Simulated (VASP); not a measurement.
Input of a VASP 6.6.1 run:

INCAR

```
SYSTEM = V
  ALGO = Normal
  EDIFF = 1E-6
  ENCUT = 500
  GGA = PE
  GGA_COMPAT = .FALSE.
  ISIF = 2
  ISMEAR = 0
  ISPIN = 2
  LASPH = .TRUE.
  LCHARG = .TRUE.
  LELF = .TRUE.
  LMAXMIX = 4
  LORBIT = 11
  LREAL = .FALSE.
  LVHAR = .TRUE.
  LWAVE = .FALSE.
  MAGMOM = 0.08
  NBANDS = 16
  NELM = 200
  PREC = Accurate
  SIGMA = 0.05
```

File KPOINTS:

```
k-points
0
G
  8 8 8
  0 0 0
```

The input POSCAR:

```
V
1.0
    0.0000000000      1.9114380595      1.9114380595
    1.9114380595      0.0000000000      1.9114380595
    1.9114380595      1.9114380595      0.0000000000
V
1
Direct
    0.0000000000      0.0000000000      0.0000000000
```

Potentials or basis: VASP PAW PBE potentials, release 64 (V_sv).

The run is started by

```sh
$ cat potpaw_PBE.64/V_sv/POTCAR > POTCAR
$ mpirun -np 1 vasp_std > vasp.out
```

(1) Estimate the site moments.

(2) Predict the pressure.

Answers

(1) V +0.07 μB.

(2) -0.3 GPa.

Caveat: a moment this small can come from the mesh or the smearing.
